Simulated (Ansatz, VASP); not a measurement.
**WF3: VASP beside Ansatz**

```
W F
1.0
     0.00000    2.73970    2.73970
     2.73970    0.00000    2.73970
     2.73970    2.73970    0.00000
W F
1 3
Cartesian
  0.0000 0.0000 0.0000
  2.7397 2.7397 2.7397
  4.1096 4.1096 4.1096
  1.3699 1.3699 1.3699
```

Change from the starting cell: species swapped into the PrMg3 type (Fm-3m, No. 225).

Alike in both runs: functional PBE; k mesh 14 × 14 × 14; occupations gaussian, width 0.1 eV; collinear spin.

Ansatz relaxed the structure, and its values are those at the end. VASP's run is a single point on that final structure, the one shown.

|  | VASP | Ansatz |
| --- | --- | --- |
| version | VASP 6.6.1 | Ansatz 0.2.0 |
| potentials or method | VASP PAW PBE potentials, release 64 (W_sv, F), cutoff 520 eV | scalar-relativistic, plane waves, PAW |
| valence electrons in the cell | 35 | 35 |

```csv
,VASP,Ansatz,Ansatz less VASP
gap on the k mesh at the Fermi level (eV),none,none,-
pressure (GPa),0.1,0.0,-0.12
net moment per atom (μB),0.75,0.75,0.000
size of the moment on the site where the two differ most (μB),2.53,1.97,-0.556
```

Site moments also hang on the region over which each program counts them. A gap of «none» marks a metal or a gap that the smearing closes.

Spin-orbit coupling is off throughout.
